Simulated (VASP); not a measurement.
Wanted: the native input for a VASP 6.6.1 run.

```
Task                   : single point
Functional             : PBE
Potentials or basis    : VASP PAW PBE potentials, release 64 (Ti_sv, C)
Cutoff                 : 520 eV
k mesh                 : 18 × 18 × 12
Occupations            : gaussian, width 0.1 eV
Spin                   : no spin polarisation
Dipole correction      : no
Further INCAR settings : ALGO = Normal; EDIFF = 1e-06; NBANDS = 20
```

The structure of TiC3 lies in POSCAR:

```
TiC3
1.0
    3.0497668181      0.0000000000      0.0000000000
   -1.5248834090      2.6411755401      0.0000000000
    0.0000000000      0.0000000000      4.2605549305
Ti C
1 3
Direct
    0.6666666667      0.3333333333      0.0000000000
    0.6666666667      0.3333333333      0.5000000000
    0.3333333333      0.6666666667      0.3216434543
    0.3333333333      0.6666666667      0.6783565457
```

One way to write it, as run:

INCAR

```
PREC = Accurate
ENCUT = 520
EDIFF = 1E-6
ISMEAR = 0
SIGMA = 0.1
LREAL = False
LASPH = True
NELM = 100
ALGO = Normal
ISIF = 2
LWAVE = False
LCHARG = False
GGA = PE
NBANDS = 20
```

KPOINTS

```
regular mesh
0
Gamma
  18 18 12
```

Potentials or basis: VASP PAW PBE potentials, release 64 (Ti_sv, C).

Run with:

```console
$ cat potpaw_PBE.64/Ti_sv/POTCAR potpaw_PBE.64/C/POTCAR > POTCAR
$ mpirun -np 1 vasp_std > vasp.out
```

Results of the run:

| Item | Value |
| --- | --- |
| Pressure | 0.3 GPa |
| Largest force | 0.031 eV/Å |
| Band gap on the k mesh | zero (band 12 reaches 11.09 eV, above the bottom of band 13 at 8.44 eV) |

It took 3.8 min on 1 thread of AMD EPYC 7R43 64-Core Processor (Zen 3) (shared host), peak memory 0.24 GiB.
